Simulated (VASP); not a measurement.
The system is MnS (Browneite).

```
Mn S
1.0
     0.00000    2.80000    2.80000
     2.80000    0.00000    2.80000
     2.80000    2.80000    0.00000
Mn S
1 1
Direct
  0.00000 0.00000 0.00000
  0.25000 0.25000 0.25000
```

Base run:

```yaml
Program: VASP 6.6.1
Functional: PBEsol
Dispersion: D4
Potentials_or_basis: VASP PAW PBE potentials, release 64 (Mn_pv, S)
Cutoff: 520 eV
k_mesh: 6 × 6 × 6
Occupations: methfessel-paxton, width 0.2 eV
Spin: collinear spin, ferromagnetic start
Starting_moments: "[2.8, 0.0] μB"
```

Its results: pressure -3.7 GPa; net moment 4.86 μB per cell; site moments Mn +4.29; S +0.07 μB.

The run is repeated on the same cell with these changes: hubbard terms from none to Mn d U = 4.5 eV. What comes out?

Pressure 1.6 GPa; net moment 5.00 μB per cell; site moments Mn +4.59; S +0.02 μB.

Caveats: the PAW data sets were made with another functional, which shifts forces and pressure a little; a cell with one magnetic atom can't hold antiferromagnetic order, which such compounds often take; pairwise dispersion overbinds metals, which lowers pressure and volume (some runs).
